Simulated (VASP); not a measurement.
A run of VASP 6.6.1 is set up as follows.

File INCAR:

```
PREC = Accurate ; ENCUT = 520
EDIFF = 1E-8 ; ISMEAR = -1
SIGMA = 0.02 ; LREAL = F
LASPH = T ; NELM = 80
ALGO = Normal ; ISIF = 2
LWAVE = F ; LCHARG = F
GGA = PE ; LEFG = T
NBANDS = 35
```

KPOINTS

```
regular mesh
0
Gamma
  5 5 7
```

Contents of POSCAR:

```
PbO2
1.0
    4.9578000000      0.0000000000      0.0000000000
    0.0000000000      4.9578000000      0.0000000000
    0.0000000000      0.0000000000      3.3878000000
Pb O
2 4
Direct
    0.0000000000      0.0000000000      0.0000000000
    0.5000000000      0.5000000000      0.5000000000
    0.3067000000      0.3067000000      0.0000000000
    0.1933000000      0.8067000000      0.5000000000
    0.6933000000      0.6933000000      0.0000000000
    0.8067000000      0.1933000000      0.5000000000
```

Potentials or basis: VASP PAW PBE potentials, release 64 (Pb_d, O).

Command:

```console
$ cat potpaw_PBE.64/Pb_d/POTCAR potpaw_PBE.64/O/POTCAR > POTCAR
$ mpirun -np 1 vasp_std > vasp.out
```

Question: Predict the largest force.

Answer: 0.011 eV/Å.

Question: Estimate the band gap on the k mesh.

Answer: 0.13 eV, indirect (least direct gap 0.42 eV).

Question: Predict the pressure.

Answer: 9.2 GPa.

Electric field gradients, principal values (V/Å²):
| atom | least | middle | greatest (by size) |
| --- | --- | --- | --- |
| 1 Pb | -26.904 | -108.493 | 135.397 |
| 2 Pb | -26.904 | -108.493 | 135.397 |
| 3 O | 51.304 | 76.761 | -128.065 |
| 4 O | 51.304 | 76.761 | -128.065 |
| 5 O | 51.304 | 76.761 | -128.065 |
| 6 O | 51.304 | 76.761 | -128.065 |

Caveat: without QUAD_EFG the Cq values of the log hold for a quadrupole moment of 1 mb, not for the nuclei; spin-orbit coupling is left out, which moves the levels of the heavy elements. A k mesh can miss the band edges.
